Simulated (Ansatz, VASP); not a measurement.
**One calculation of Mg2ZnSe2S, two programs**

```xyz
6
Lattice="4.8912 0.0000 0.0000 -2.4456 4.2359 0.0000 0.0000 0.0000 9.6201" Properties=species:S:1:pos:R:3 pbc="T T T"
Mg    0.0000    2.8239    0.0000
Mg    2.4456    1.4120    0.0000
Zn    0.0000    0.0000    4.8101
Se    0.0000    0.0000    2.5100
Se    0.0000    0.0000    7.1101
S     0.0000    0.0000    0.0000
```

Alike in both runs: functional PBE; k mesh 12 × 12 × 4; occupations gaussian, width 0.1 eV; no spin polarisation.

Ansatz relaxed the structure, and its values are those at the end. VASP's run is a single point on that final structure, the one shown.

```csv
,VASP,Ansatz
version,VASP 6.6.1,Ansatz 0.2.0
potentials or method,"VASP PAW PBE potentials, release 64 (Mg, Zn, Se, S), cutoff 520 eV","scalar-relativistic, plane waves, PAW"
valence electrons in the cell,34,70
```

|  | VASP | Ansatz | Ansatz less VASP |
| --- | --- | --- | --- |
| gap on the k mesh at the Fermi level (eV) | none | none | - |
| pressure (GPa) | 0.0 | 0.0 | -0.02 |
| rms of the force components (eV/Å) | 0.014 | 0.001 | -0.0132 |

A gap of «none» marks a metal or a gap that the smearing closes. With one functional, cell and mesh, what is left measures potentials, basis and numerics. VASP's potentials hold 34 valence electrons a cell and Ansatz's 70, so a difference there can come from the potentials and not from the codes.
